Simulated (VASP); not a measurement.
BN (zincblende type), 2 atoms in the cell. It takes space group F-43m (No. 216, cubic). Conventional cell: a = 3.535 Å, b = 3.535 Å, c = 3.535 Å, α = 90.00°, β = 90.00°, γ = 90.00°. B (site symmetry -43m) has 4 N at 1.53 Å within 2.0 Å. Within 2.0 Å of N (site symmetry -43m) lie 4 B at 1.53 Å. 

* Program: VASP 6.6.1
* Task: single point
* Functional: PBE
* Potentials or basis: VASP PAW PBE potentials, release 64 (B, N)
* Cutoff: 520 eV
* k mesh: 16 × 16 × 16
* Occupations: fermi-dirac, width 0.1 eV
* Spin: no spin polarisation
* Dipole correction: no
* Further INCAR settings: ALGO = Normal; EDIFF = 1e-07; NBANDS = 11

Potentials or basis: VASP PAW PBE potentials, release 64 (B, N).

Run with:

```bash
$ cat potpaw_PBE.64/B/POTCAR potpaw_PBE.64/N/POTCAR > POTCAR
$ mpirun -np 1 vasp_std > vasp.out
```

Hardware: 1 thread of Intel(R) Xeon(R) Platinum 8488C (Sapphire Rapids) (shared host).

Question: Estimate the wall time of this run.

Answer: It took 11 s on 1 thread of Intel(R) Xeon(R) Platinum 8488C (Sapphire Rapids), with other jobs on the host, peak memory 0.13 GiB. Counts: scf iterations 13, k points 145.
